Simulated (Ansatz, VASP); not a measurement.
## CaO in VASP and in Ansatz

```
Ca O
1.0
     0.00000    2.49703    2.49703
     2.49703    0.00000    2.49703
     2.49703    2.49703    0.00000
Ca O
1 1
Direct
  0.00000 0.00000 0.00000
  0.50000 0.50000 0.50000
```

Change from the starting cell: volume scaled by 1.06, PAW files.

Alike in both runs: task electric field gradients; functional PBE; k mesh 11 × 11 × 11; occupations fermi-dirac, width 0.02 eV; no spin polarisation.

|  | VASP | Ansatz |
| --- | --- | --- |
| version | VASP 6.6.1 | Ansatz 0.2.0 |
| potentials or method | VASP PAW PBE potentials, release 64 (Ca_sv, O) | PAW with Ansatz's default frozen-core files, scalar-relativistic |
| plane-wave cutoff (eV) | 520 | 420 |
| valence electrons in the cell | 16 | 16 |

|  | VASP | Ansatz | Ansatz less VASP |
| --- | --- | --- | --- |
| gap on the k mesh at the Fermi level (eV) | 3.67 | 3.69 | +0.014 |
| pressure (GPa) | -8.1 | -8.5 | -0.35 |

The functional is the same, so the differences come from potentials, cutoffs and numerics.
